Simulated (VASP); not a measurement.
A run of VASP 6.6.1 is set up as follows.

The input INCAR:

```
PREC = Accurate
ENCUT = 500
EDIFF = 1E-6
ISMEAR = 0
SIGMA = 0.01
LREAL = F
LASPH = T
NELM = 120
ALGO = Normal
ISIF = 2
LWAVE = F
LCHARG = F
GGA = PE
NBANDS = 14
GGA_COMPAT = F
```

File KPOINTS:

```
regular mesh
0
Gamma
  4 4 4
```

Contents of POSCAR:

```
NaI
1.0
    0.0000000000      2.7253065100      2.7253065100
    2.7253065100      0.0000000000      2.7253065100
    2.7253065100      2.7253065100      0.0000000000
Na I
1 1
Direct
    0.0000000000      0.0000000000      0.0000000000
    0.5000000000      0.5000000000      0.5000000000
```

Potentials or basis: VASP PAW PBE potentials, release 64 (Na_pv, I).

Run with:

```sh
$ cat potpaw_PBE.64/Na_pv/POTCAR potpaw_PBE.64/I/POTCAR > POTCAR
$ mpirun -np 1 vasp_std > vasp.out
```

Predict the band gap on the k mesh.

3.87 eV, indirect (least direct gap 5.67 eV).

Predict the pressure.

29.9 GPa.

Caveat: the k points lie up to 0.50 Å⁻¹ apart; spin-orbit coupling is left out, which moves the levels of the heavy elements. A k mesh can miss the band edges.
